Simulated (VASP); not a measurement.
# IrPt2 (P-3m1) in VASP: further runs

IrPt2 is run at these levels: PBE; tasks: single point.

Program: VASP 6.6.1. These are calculated values, not measurements. Logs are shortened: lines on timing, memory, paths and dates and some standing lists are left out, and cuts for length are marked.

## (1) The cell of the first run

The structure is trigonal, space group P-3m1 (No. 164). Conventional cell: a = 2.786 Å, b = 2.786 Å, c = 6.802 Å, α = 90.00°, β = 90.00°, γ = 120.00°. Within 3.6 Å of Ir (site symmetry -3m) lie 6 Pt at 2.75 Å and 6 Ir at 2.79 Å. Within 3.6 Å of Pt (site symmetry 3m) lie 3 Ir at 2.75 Å and 9 Pt at 2.79 to 2.83 Å.

## (2) Single point, PBE

File INCAR:

```
SYSTEM = IrPt2
PREC = Accurate
ENCUT = 500
EDIFF = 1E-6
ISMEAR = 0
SIGMA = 0.1
LREAL = .FALSE.
LASPH = .TRUE.
NELM = 120
ALGO = Normal
ISIF = 2
LWAVE = .FALSE.
LCHARG = .FALSE.
GGA = PE
NBANDS = 22
GGA_COMPAT = .FALSE.
```

File KPOINTS:

```
Automatic mesh
0
G
  6 6 4
  0 0 0
```

File POSCAR:

```
IrPt2
1.0
    2.7860985932      0.0000000000      0.0000000000
   -1.3930492966      2.4128321592      0.0000000000
    0.0000000000      0.0000000000      6.8015048904
Ir Pt
1 2
Direct
    0.0000000000      0.0000000000      0.0000000000
    0.3333333333      0.6666666667      0.3286635273
    0.6666666667      0.3333333333      0.6713364727
```

Potentials or basis: VASP PAW PBE potentials, release 64 (Ir, Pt).

Started as:

```sh
cat potpaw_PBE.64/Ir/POTCAR potpaw_PBE.64/Pt/POTCAR > POTCAR
mpirun -np 1 vasp_std > vasp.out
```

OUTCAR:

```text
SYSTEM = IrPt2
   PREC = Accurate
   ENCUT = 500
   EDIFF = 1E-6
   ISMEAR = 0
   LREAL = .FALSE.
   LASPH = .TRUE.
   NELM = 120
   ISIF = 2
   GGA = PE

 ion  position               nearest neighbor table
   1  0.000  0.000  0.000-   2 2.75   3 2.75   3 2.75   2 2.75   3 2.75   2 2.75
   2  0.333  0.667  0.329-   1 2.75   1 2.75   1 2.75   3 2.83   3 2.83   3 2.83
   3  0.667  0.333  0.671-   1 2.75   1 2.75   1 2.75   2 2.83   2 2.83   2 2.83

  LATTYP: Found a hexagonal cell.
 ALAT       =     2.7860985932
 C/A-ratio  =     2.4412290746

  Lattice vectors:

 A1 = (   2.7860985932,   0.0000000000,   0.0000000000)
 A2 = (  -1.3930492966,   2.4128321592,   0.0000000000)
 A3 = (   0.0000000000,   0.0000000000,   6.8015048904)

Analysis of symmetry for initial positions (statically):
=====================================================================
 Subroutine PRICEL returns:
 Original cell was already a primitive cell.

 Routine SETGRP: Setting up the symmetry group for a
 hexagonal supercell.

 Subroutine GETGRP returns: Found 12 space group operations
 (whereof 12 operations were pure point group operations)
 out of a pool of 24 trial point group operations.

The static configuration has the point symmetry D_3d.

Analysis of symmetry for dynamics (positions and initial velocities):
=====================================================================
 Subroutine PRICEL returns:
 Original cell was already a primitive cell.

 Routine SETGRP: Setting up the symmetry group for a
 hexagonal supercell.

 Subroutine GETGRP returns: Found 12 space group operations
 (whereof 12 operations were pure point group operations)
 out of a pool of 24 trial point group operations.

The dynamic configuration has the point symmetry D_3d.

 Subroutine INISYM returns: Found 12 space group operations
 (whereof 12 operations are pure point group operations),
 and found     1 'primitive' translations

----------------------------------------------------------------------------------------

                                     Primitive cell

  volume of cell :      45.7224

  direct lattice vectors                    reciprocal lattice vectors
     2.786098593  0.000000000  0.000000000     0.358924843  0.207225355  0.000000000
    -1.393049297  2.412832159  0.000000000     0.000000000  0.414450709  0.000000000
     0.000000000  0.000000000  6.801504890     0.000000000  0.000000000  0.147026286

  length of vectors
     2.786098593  2.786098593  6.801504890     0.414450709  0.414450709  0.147026286

  position of ions in fractional coordinates (direct lattice)
     0.000000000  0.000000000  0.000000000
     0.333333333  0.666666667  0.328663527
     0.666666667  0.333333333  0.671336473

  ion indices of the primitive-cell ions
   primitive index   ion index
                 1           1
                 2           2
                 3           3

----------------------------------------------------------------------------------------

 KPOINTS: Automatic mesh

Automatic generation of k-mesh.
 Grid dimensions read from file:
 generate k-points for:    6    6    4

 Generating k-lattice:

  Cartesian coordinates                     Fractional coordinates (reciprocal lattice)
     0.059820807  0.034537559  0.000000000     0.166666667  0.000000000  0.000000000
     0.000000000  0.069075118  0.000000000     0.000000000  0.166666667  0.000000000
     0.000000000  0.000000000  0.036756571     0.000000000  0.000000000  0.250000000

  Length of vectors
     0.069075118  0.069075118  0.036756571

  Shift w.r.t. Gamma in fractional coordinates (k-lattice)
     0.000000000  0.000000000  0.000000000

 Subroutine IBZKPT returns following result:
 ===========================================

 Found     24 irreducible k-points:

 Following reciprocal coordinates:
            Coordinates               Weight
  0.000000  0.000000  0.000000      1.000000
  0.166667  0.000000  0.000000      6.000000
  0.333333  0.000000  0.000000      6.000000
  0.500000  0.000000  0.000000      3.000000
  0.166667  0.166667  0.000000      6.000000
  0.333333  0.166667  0.000000     12.000000
[... 16 lines left out ...]
  0.333333  0.166667  0.500000     12.000000
  0.333333  0.333333  0.500000      2.000000
   k-points           NKPTS =     24   k-points in BZ     NKDIM =     24   number of bands    NBANDS=     22
   number of dos      NEDOS =    301   number of ions     NIONS =      3
   total plane-waves  NPLWV =  20000
   dimension x,y,z NGX =    20 NGY =   20 NGZ =   50
   dimension x,y,z NGXF=    40 NGYF=   40 NGZF=  100
   ions per type =               1   2
   NGX,Y,Z   is equivalent  to a cutoff of  11.93, 11.93, 12.22 a.u.
   NGXF,Y,Z  is equivalent  to a cutoff of  23.87, 23.87, 24.44 a.u.
 SYSTEM =  IrPt2
   PREC   = accura    normal or accurate (medium, high low for compatibility)
   ISTART =      0    job   : 0-new  1-cont  2-samecut
   ICHARG =      2    charge: 1-file 2-atom 10-const
   ISPIN  =      1    spin polarized calculation?
   LNONCOLLINEAR =      F non collinear calculations
   LSORBIT =      F    spin-orbit coupling
   LASPH  =      T    aspherical Exc in radial PAW
   ENCUT  =  500.0 eV  36.75 Ry    6.06 a.u.   5.08  5.08 12.40*2*pi/ulx,y,z
   NELM   =    120;   NELMIN=  2; NELMDL= -5     # of ELM steps
   EDIFF  = 0.1E-05   stopping-criterion for ELM
   LREAL  =      F    real-space projection
   EDIFFG = 0.1E-04   stopping-criterion for IOM
   NSW    =      0    number of steps for IOM
   IBRION =     -1    ionic relax: 0-MD 1-quasi-New 2-CG
   NFREE  =      0    steps in history (QN), initial steepest desc. (CG)
   ISIF   =      2    stress and relaxation
   ISYM   =      2    0-nonsym 1-usesym 2-fastsym
   POTIM  = 0.5000    time-step for ionic-motion
   TEBEG  =    0.0;   TEEND  =   0.0 temperature during run
   PSTRESS=    0.0 pullay stress
   NELECT =      29.0000    total number of electrons
   NUPDOWN=      -1.0000    fix difference up-down
   EMIN   =  10.00;   EMAX   =-10.00  energy-range for DOS
   EFERMI =   0.00;   METHOD = LEGACY
   ISMEAR =     0;   SIGMA  =   0.10  broadening in eV -4-tet -1-fermi 0-gaus
   EFERMI_NEDOS =   21; number of points for ismear=-14 and -15
   IALGO  =     38    algorithm
   IMIX   =      4    mixing-type and parameters
     AMIX     =   0.40;   BMIX     =  1.00
     AMIX_MAG =   1.60;   BMIX_MAG =  1.00
  volume/ion in A,a.u.               =      15.24       102.85
  Fermi-wavevector in a.u.,A,eV,Ry     =   1.406581  2.658052 26.918705  1.978469
  Thomas-Fermi vector in A             =   2.528927
   LORBIT       =      0    0 simple, 1 ext, 2 COOP (PROOUT), +10 PAW based schemes
   GGA     = PE    functional components
   LHFCALC =     F    Hartree Fock is set to
   AEXX    =    0.0000 exact exchange contribution
   IVDW    =     0    specifies the selected vdW correction
   LEPSILON=     F    determine dielectric tensor
   LRPA    =     F    only Hartree local field effects (RPA)
 non-spin polarized calculation
 Gauss-broadening in eV      SIGMA  =   0.10
  energy-cutoff  :      500.00
  volume of cell :       45.72
 maximum number of plane-waves:      1179
   NGX = 11   NGY = 11   NGZ = 25

 number of electron      29.0000000 magnetization

 Free energy of the ion-electron system (eV)
  ---------------------------------------------------
  ext. energy  EPLUGINS =         0.00000000
  ---------------------------------------------------
  free energy    TOTEN  =       -20.92469284 eV

  energy without entropy =      -20.88608497  energy(sigma->0) =      -20.90538891

 E-fermi :  10.4706     XC(G=0): -13.4697

 val. band max:       10.4439466152   @ k =   0.3333   0.0000   0.2500
 cond. band min:      10.4710912792   @ k =   0.3333   0.0000   0.5000
 fundamental gap:      0.0271446640
 Fermi energy:        10.4706384371

 k-point     1 :       0.0000    0.0000    0.0000
  band No.  band energies     occupation
      1       0.2501      2.00000
      2       2.9505      2.00000
      3       3.0571      2.00000
      4       6.6700      2.00000
      5       6.6711      2.00000
      6       6.6711      2.00000
[... 14 lines left out ...]
     21      25.0339      0.00000
     22      25.7505      0.00000

 k-point     2 :       0.1667    0.0000    0.0000
  band No.  band energies     occupation
      1       1.1948      2.00000
      2       3.7460      2.00000
      3       3.9458      2.00000
      4       5.8239      2.00000
      5       6.1638      2.00000
      6       6.2895      2.00000
[... 14 lines left out ...]
     21      25.6319      0.00000
     22      26.4076      0.00000

 k-point     3 :       0.3333    0.0000    0.0000
  band No.  band energies     occupation
      1       3.1398      2.00000
      2       3.8494      2.00000
      3       4.3387      2.00000
      4       4.5948      2.00000
      5       5.9411      2.00000
      6       6.1127      2.00000
[... 14 lines left out ...]
     21      22.3645      0.00000
     22      23.6161      0.00000

 k-point     4 :       0.5000    0.0000    0.0000
  band No.  band energies     occupation
      1       3.4064      2.00000
      2       3.8369      2.00000
      3       3.9220      2.00000
      4       3.9927      2.00000
      5       5.8783      2.00000
      6       6.3250      2.00000
[... 14 lines left out ...]
     21      19.4378      0.00000
     22      21.7433      0.00000

 k-point     5 :       0.1667    0.1667    0.0000
  band No.  band energies     occupation
      1       2.7956      2.00000
      2       4.7467      2.00000
      3       4.7713      2.00000
      4       5.1506      2.00000
      5       5.2411      2.00000
      6       5.8336      2.00000
[... 417 lines left out ...]
 k-point    22 :       0.1667    0.1667    0.5000
  band No.  band energies     occupation
      1       3.3314      2.00000
      2       3.4102      2.00000
      3       5.1427      2.00000
      4       5.2524      2.00000
      5       5.5101      2.00000
      6       5.5496      2.00000
[... 14 lines left out ...]
     21      23.1956      0.00000
     22      23.3756      0.00000

 k-point    23 :       0.3333    0.1667    0.5000
  band No.  band energies     occupation
      1       3.7821      2.00000
      2       4.3997      2.00000
      3       4.6290      2.00000
      4       4.9325      2.00000
      5       5.1833      2.00000
      6       6.1977      2.00000
[... 14 lines left out ...]
     21      20.2291      0.00000
     22      20.6474      0.00000

 k-point    24 :       0.3333    0.3333    0.5000
  band No.  band energies     occupation
      1       5.0409      2.00000
      2       5.1569      2.00000
      3       5.1569      2.00000
      4       5.2209      2.00000
      5       5.2209      2.00000
      6       5.2767      2.00000
[... 14 lines left out ...]
     21      16.6652      0.00000
     22      22.7431      0.00000

------------------------ aborting loop because EDIFF is reached ----------------------------------------

  FORCE on cell =-STRESS in cart. coord.  units (eV):
  Direction    XX          YY          ZZ          XY          YZ          ZX
  --------------------------------------------------------------------------------------
  -------------------------------------------------------------------------------------
  Total       -0.0411645     -0.0411645     -0.3574378      0.0000000     -0.0000000      0.0000000
  in kB       -1.4424621     -1.4424621    -12.5251351      0.0000000     -0.0000000      0.0000000
  external PRESSURE =      -5.1366865 kB  Pullay stress =       0.0000000 kB

 VOLUME and BASIS-vectors are now :
 -----------------------------------------------------------------------------
  energy-cutoff  :      500.00
  volume of cell :       45.72
      direct lattice vectors                 reciprocal lattice vectors
     2.786098593  0.000000000  0.000000000     0.358924843  0.207225355  0.000000000
    -1.393049297  2.412832159  0.000000000     0.000000000  0.414450709  0.000000000
     0.000000000  0.000000000  6.801504890     0.000000000  0.000000000  0.147026286

 POSITION                                       TOTAL-FORCE (eV/Angst)
 -----------------------------------------------------------------------------------
      0.00000      0.00000      0.00000         0.000000      0.000000      0.000000
     -0.00000      1.60855      2.23541         0.000000      0.000000      0.070572
      1.39305      0.80428      4.56610        -0.000000     -0.000000     -0.070572
 -----------------------------------------------------------------------------------
    total drift:                               -0.000000     -0.000000      0.000000

  FREE ENERGIE OF THE ION-ELECTRON SYSTEM (eV)
  ---------------------------------------------------
  free  energy   TOTEN  =       -20.9246928401 eV

  energy  without entropy=      -20.8860849712  energy(sigma->0) =      -20.90538891
```

Run time: 21 s. Hardware: 1 thread of AMD EPYC 7R43 (Zen 3), shared host; peak memory 0.13 GiB.

What came out:

| Property | Result |
| --- | --- |
| Free energy | -20.9247 eV |
| Pressure | -0.5 GPa |
| Largest force | 0.071 eV/Å |

Forces in eV/Å, atoms in the order of the input:
```
Ir   0.000  0.000  0.000
Pt   0.000  0.000  0.071
Pt   0.000  0.000 -0.071
```

Caveat: the k points lie up to 0.43 Å⁻¹ apart; spin-orbit coupling is left out, which moves the levels of the heavy elements.

## (3) Single point, PBE

This run uses another cell than the first one, of 17.86 Å³/atom, 1.172 times its volume.

File INCAR:

```
SYSTEM = IrPt2
PREC     = Accurate       ! precision mode
ENCUT    = 500            ! plane-wave cutoff, eV
EDIFF    = 1E-6           ! SCF threshold, eV
ISMEAR   = 0              ! smearing method
SIGMA    = 0.2            ! smearing width, eV
LREAL    = .FALSE.        ! projectors in reciprocal space
LASPH    = .TRUE.         ! aspherical terms in the spheres
NELM     = 120            ! most SCF steps
ALGO     = Normal         ! electronic algorithm
ISIF     = 2              ! what is computed and relaxed
LWAVE    = .FALSE.        ! write WAVECAR
LCHARG   = .TRUE.         ! write CHGCAR
GGA      = PE             ! functional
LELF     = .TRUE.         ! ELF
LVHAR    = .TRUE.       
NBANDS   = 22             ! bands
GGA_COMPAT= .FALSE.
```

File KPOINTS:

```
Automatic mesh
0
G
  7 7 5
  0 0 0
```

File POSCAR:

```
IrPt2
1.0
    3.7138764187     -0.0000000032      0.0000000000
   -1.8569382066      3.2163113268      0.0000000000
    0.0000000000      0.0000000000      4.4850895788
Ir Pt
1 2
Direct
    0.0000000000      0.0000000000      0.0000000000
    0.3333333333      0.6666666667      0.3130395358
    0.6666666667      0.3333333333      0.6869604642
```

Potentials or basis: VASP PAW PBE potentials, release 64 (Ir, Pt).

Started as:

```sh
cat potpaw_PBE.64/Ir/POTCAR potpaw_PBE.64/Pt/POTCAR > POTCAR
mpirun -np 1 vasp_std > vasp.out
```

It took 31 s on 1 thread of AMD EPYC 7R43 (Zen 3), shared host; peak memory 0.16 GiB.

Results (log left out):

* Free energy: -19.1111 eV
* Pressure: -0.3 GPa
* Largest force: 0.051 eV/Å

Forces on the atoms (eV/Å):
```
Ir   0.000  0.000  0.000
Pt   0.000  0.000  0.051
Pt   0.000  0.000 -0.051
```

Stress tensor (GPa, compression positive):
```
-0.16  0.00  0.00
 0.00 -0.16  0.00
 0.00  0.00 -0.50
```

Levels at points of the mesh, in eV from the Fermi level:
```tsv
k point	band 11	band 12	band 13	band 14	band 15	band 16	band 17	band 18
(0.00, 0.00, 0.00)	-1.31	-0.27	-0.27	0.18	0.62	0.62	2.68	2.72
```

Caveat: spin-orbit coupling is left out, which moves the levels of the heavy elements.
